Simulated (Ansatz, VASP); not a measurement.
**One calculation of Rb3YP2, two programs**

```
Rb Y P
1.0
     0.00000    0.00000    7.46817
     7.80141    0.00000    0.00000
    -3.90070    7.68080   -3.73408
Rb Y P
6 2 4
Direct
  0.75000 0.50000 0.00000
  0.51049 0.26049 0.52098
  0.98951 0.73951 0.47902
  0.25000 0.50000 0.00000
  0.01049 0.26049 0.52098
  0.48951 0.73951 0.47902
  0.75000 0.00000 0.00000
  0.25000 0.00000 0.00000
  0.90095 0.71739 0.80189
  0.59905 0.91549 0.19811
  0.40095 0.08451 0.80189
  0.09905 0.28261 0.19811
```

Alike in both runs: task single point; functional PBE; k mesh 2 × 2 × 2; occupations gaussian, width 0.1 eV; no spin polarisation.

|  | VASP | Ansatz |
| --- | --- | --- |
| version | VASP 6.6.1 | Ansatz 0.2.0 |
| potentials or method | VASP PAW PBE potentials, release 64 (Rb_sv, Y_sv, P), cutoff 520 eV | scalar-relativistic, plane waves, PAW |
| valence electrons in the cell | 96 | 96 |

|  | VASP | Ansatz | Ansatz less VASP |
| --- | --- | --- | --- |
| gap on the k mesh at the Fermi level (eV) | 0.98 | 0.98 | +0.002 |
| least direct gap on the mesh (eV) | 0.98 | 0.98 | +0.002 |
| pressure (GPa) | 0.0 | 0.0 | -0.01 |

The functional is the same, so the differences come from potentials, cutoffs and numerics.

The k mesh is coarse, so the values compare programs but aren't converged.
